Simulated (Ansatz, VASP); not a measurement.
**TaC2: VASP beside Ansatz**

```xyz
3
Lattice="-1.5787 1.5787 2.9801 1.5787 -1.5787 2.9801 1.5787 1.5787 -2.9801" Properties=species:S:1:pos:R:3 pbc="T T T"
Ta    0.0000    0.0000    0.0000
C     0.0000    0.0000    2.2855
C     0.0000    0.0000    3.6747
```

Change from the starting cell: species swapped into the LaC2 type (I4/mmm, No. 139).

Alike in both runs: functional PBE; k mesh 6 × 6 × 6; occupations gaussian, width 0.1 eV; no spin polarisation.

Ansatz relaxed the structure, and its values are those at the end. VASP's run is a single point on that final structure, the one shown.

```csv
,VASP,Ansatz
version,VASP 6.6.1,Ansatz 0.2.0
potentials or method,"VASP PAW PBE potentials, release 64 (Ta_sv_GW, C_h), cutoff 1300 eV","scalar-relativistic, plane waves, PAW"
valence electrons in the cell,21,21
```

Ansatz gave:

* gap on the k mesh at the Fermi level (eV): none
* pressure (GPa): -0.4
* rms of the force components (eV/Å): 0.011

Question: Estimate VASP's values.

Answer: gap on the k mesh at the Fermi level (eV): none; pressure (GPa): -0.3; rms of the force components (eV/Å): 0.007.

A gap of «none» marks a metal or a gap that the smearing closes.

The k mesh is coarse, so the values compare programs but aren't converged. Neither program's run includes spin-orbit coupling.
